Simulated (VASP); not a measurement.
NaH:

```
Na H
1.0
     0.00000    2.44000    2.44000
     2.44000    0.00000    2.44000
     2.44000    2.44000    0.00000
Na H
1 1
Direct
  0.00000 0.00000 0.00000
  0.50000 0.50000 0.50000
```

Base run:

| Item | Value |
| --- | --- |
| Program | VASP 6.6.1 |
| Functional | PBEsol |
| Potentials or basis | VASP PAW PBE potentials, release 64 (Na_pv, H) |
| Cutoff | 520 eV |
| k mesh | 9 × 9 × 9 |
| Occupations | fermi-dirac, width 0.05 eV |
| Spin | no spin polarisation |

Its results: band gap on the k mesh 3.82 eV, indirect (least direct gap 4.55 eV); pressure -1.2 GPa.

**Question.** The run is repeated on the same cell with these changes: functional from PBEsol to r2SCAN; further incar settings from ALGO = Normal; EDIFF = 1e-06; NBANDS = 11 to ALGO = Normal; EDIFF = 1e-07; NBANDS = 11. What comes out?

**Answer.** Band gap on the k mesh 4.61 eV, indirect (least direct gap 5.28 eV); pressure -1.3 GPa.

Caveats: the PAW data sets were made with another functional, which shifts forces and pressure a little.

A k mesh can miss the band edges.
